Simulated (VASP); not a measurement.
Wanted: the native input for a VASP 6.6.1 run.

```
Task                   : single point
Functional             : PBE
Dispersion             : D3(BJ)
Potentials or basis    : VASP PAW PBE potentials, release 64 (B, N)
Cutoff                 : 520 eV
k mesh                 : 12 × 12 × 1
Occupations            : gaussian, width 0.02 eV
Spin                   : no spin polarisation
Dipole correction      : yes
Further INCAR settings : ALGO = Normal; EDIFF = 1e-06; NBANDS = 16
```

The structure of BN lies in POSCAR:

```
BN
1.0
    2.5087620658      0.0000000000      0.0000000000
   -1.2543810329      2.1726516810      0.0000000000
    0.0000000000      0.0000000000     32.6000000000
B N
2 2
Direct
    0.0000000000      0.0000000000      0.4486835772
    0.6666666667      0.3333333333      0.5513048655
    0.6666666667      0.3333333333      0.4486511649
    0.3333333333      0.6666666667      0.5513603924
```

One way to write it, as run:

INCAR

```
PREC = Accurate ; ENCUT = 520
EDIFF = 1E-6 ; ISMEAR = 0
SIGMA = 0.02 ; LREAL = False
LASPH = True ; NELM = 80
ALGO = Normal ; ISIF = 2
LWAVE = False ; LCHARG = True
LDIPOL = True ; IDIPOL = 3
DIPOL = 0.5 0.5 0.500 ; GGA = PE
IVDW = 12 ; LELF = True
LVHAR = True ; LVACPOTAV = True
NBANDS = 16
```

KPOINTS

```
Automatic mesh
0
Gamma
  12 12 1
```

Potentials or basis: VASP PAW PBE potentials, release 64 (B, N).

Run with:

```console
$ cat potpaw_PBE.64/B/POTCAR potpaw_PBE.64/N/POTCAR > POTCAR
$ mpirun -np 1 vasp_std > vasp.out
```

Results of the run:

The largest force is 0.004 eV/Å and the band gap on the k mesh is 4.49 eV (least direct gap 4.54 eV). The dispersion energy per atom is -0.105 eV.

It took 49 s on 1 thread of AMD EPYC 9R45 96-Core Processor (Zen 5) (shared host), peak memory 0.28 GiB.
